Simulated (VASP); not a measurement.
Wanted: the native input for a VASP 6.6.1 run.

| Item | Value |
| --- | --- |
| Task | single point |
| Functional | r2SCAN |
| Potentials or basis | VASP PAW PBE potentials, release 64 (In_d, As) |
| Cutoff | 520 eV |
| k mesh | 6 × 6 × 6 |
| Occupations | gaussian, width 0.05 eV |
| Spin | non-collinear spin, zero start, spin-orbit coupling |
| Starting moments | [[0.0, 0.0, 0.0], [0.0, 0.0, 0.0]] μB |
| Dipole correction | no |
| Further INCAR settings | ALGO = Normal; EDIFF = 1e-07; NBANDS = 30 |

Crystal: InAs.

```
In As
1.0
     0.00000    3.02400    3.02400
     3.02400    0.00000    3.02400
     3.02400    3.02400    0.00000
In As
1 1
Direct
  0.00000 0.00000 0.00000
  0.75000 0.75000 0.75000
```

These files were run (other wordings do the same):

POSCAR

```
InAs
1.0
    0.0000000000      3.0240000793      3.0240000793
    3.0240000793      0.0000000000      3.0240000793
    3.0240000793      3.0240000793      0.0000000000
In As
1 1
Direct
    0.0000000000      0.0000000000      0.0000000000
    0.7500000000      0.7500000000      0.7500000000
```

INCAR.step1

```
SYSTEM = InAs
PREC = Accurate
ENCUT = 520
ISMEAR = 0
SIGMA = 0.05
LREAL = .False.
LASPH = .True.
NELM = 150
MAGMOM = 0 0 0 0 0 0
LSORBIT = .True.
GGA_COMPAT = .False.
NBANDS = 30
GGA = PE
ALGO = Normal
EDIFF = 1E-4
LWAVE = .True.
LCHARG = .False.
```

INCAR.step2

```
SYSTEM = InAs
PREC = Accurate
ENCUT = 520
EDIFF = 1E-7
ISMEAR = 0
SIGMA = 0.05
LREAL = .False.
LASPH = .True.
NELM = 150
ALGO = Normal
ISIF = 2
LWAVE = .False.
LCHARG = .True.
MAGMOM = 0 0 0 0 0 0
LORBIT = 11
LSORBIT = .True.
GGA_COMPAT = .False.
LORBMOM = .True.
METAGGA = R2SCAN
LMIXTAU = .True.
LVHAR = .True.
NBANDS = 30
ISTART = 1
```

KPOINTS

```
regular mesh
0
Gamma
  6 6 6
  0 0 0
```

Potentials or basis: VASP PAW PBE potentials, release 64 (In_d, As).

The run is started by

```sh
$ cat potpaw_PBE.64/In_d/POTCAR potpaw_PBE.64/As/POTCAR > POTCAR
$ cp INCAR.step1 INCAR
$ mpirun -np 1 vasp_ncl > vasp.out
$ cp INCAR.step2 INCAR
$ mpirun -np 1 vasp_ncl > vasp.out
```

It gave:

```yaml
Pressure: 1.8 GPa
Net_moment: 0.00 μB per cell
Valence_electrons_inside_the_program's_atomic_spheres: In 11.49; As 2.85
```

Caveat: the PAW data sets were made with another functional, which shifts forces and pressure a little.

Run time: 2.5 min on 1 thread of Intel(R) Xeon(R) 6975P-C (Granite Rapids) (shared host), peak memory 0.38 GiB.
